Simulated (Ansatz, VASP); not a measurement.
**One calculation of MgS, two programs**

INCAR

```
SYSTEM = MgS
PREC = Accurate ; ENCUT = 600
EDIFF = 1E-6 ; ISMEAR = 0
SIGMA = 0.02 ; LREAL = .False.
LASPH = .True. ; NELM = 120
ALGO = Normal ; ISIF = 2
LWAVE = .False. ; LCHARG = .True.
GGA = CA ; LELF = .True.
LVHAR = .True. ; NBANDS = 11
GGA_COMPAT = .False.
```

Contents of KPOINTS:

```
Automatic mesh
0
Gamma
  8 8 8
  0 0 0
```

The input POSCAR:

```
MgS
1.0
    0.0000000000      2.5648455784      2.5648455784
    2.5648455784      0.0000000000      2.5648455784
    2.5648455784      2.5648455784      0.0000000000
Mg S
1 1
Direct
    0.0000000000      0.0000000000      0.0000000000
    0.5000000000      0.5000000000      0.5000000000
```

Input for Ansatz:

```yaml
crystal:
  lattice:
    - [0.0, 2.5648455784, 2.5648455784]
    - [2.5648455784, 0.0, 2.5648455784]
    - [2.5648455784, 2.5648455784, 0.0]
  atoms:
    - { symbol: Mg, position: [0.0, 0.0, 0.0] }
    - { symbol: S, position: [0.5, 0.5, 0.5] }
basis:
  ecutwfc: 420
kpoints:
  mp_grid: { grid: [8, 8, 8] }
  band_path:
    path:
      - [[0.0, 0.0, 0.0], [0.5, 0.0, 0.5], [0.625, 0.25, 0.625]]
      - [[0.375, 0.375, 0.75], [0.0, 0.0, 0.0], [0.5, 0.5, 0.5], [0.5, 0.25, 0.75], [0.5, 0.0, 0.5]]
    npoints: 10
hamiltonian:
  xc: lda
  pseudopotentials: { kind: paw, azcp: { folder: soft_1 } }
scf:
  occupations: { method: gaussian, width: 0.02 }
  n_extra_bands: 7
output:
  forces: true
  stress: true
  eigenvalues: true
```

Alike in both runs: task single point; functional LDA; k mesh 8 × 8 × 8; occupations gaussian, width 0.02 eV; no spin polarisation.

```csv
,VASP,Ansatz
version,VASP 6.6.1,Ansatz 0.2.0
potentials or method,"VASP PAW LDA potentials, release 64 (Mg, S), cutoff 600 eV","scalar-relativistic, plane waves, PAW"
valence electrons in the cell,8,16
```

```csv
,VASP,Ansatz,Ansatz less VASP
gap on the k mesh at the Fermi level (eV),2.65,2.65,+0.001
least direct gap on the mesh (eV),3.84,3.82,-0.013
pressure (GPa),-0.6,0.0,+0.59
```

Ansatz warns that its potentials were made for another functional, while VASP's fit it. LDA's correlation is that of Perdew and Zunger in VASP and of Perdew and Wang (1992) in Ansatz. VASP's potentials hold 8 valence electrons a cell and Ansatz's 16, so a difference there can come from the potentials and not from the codes.
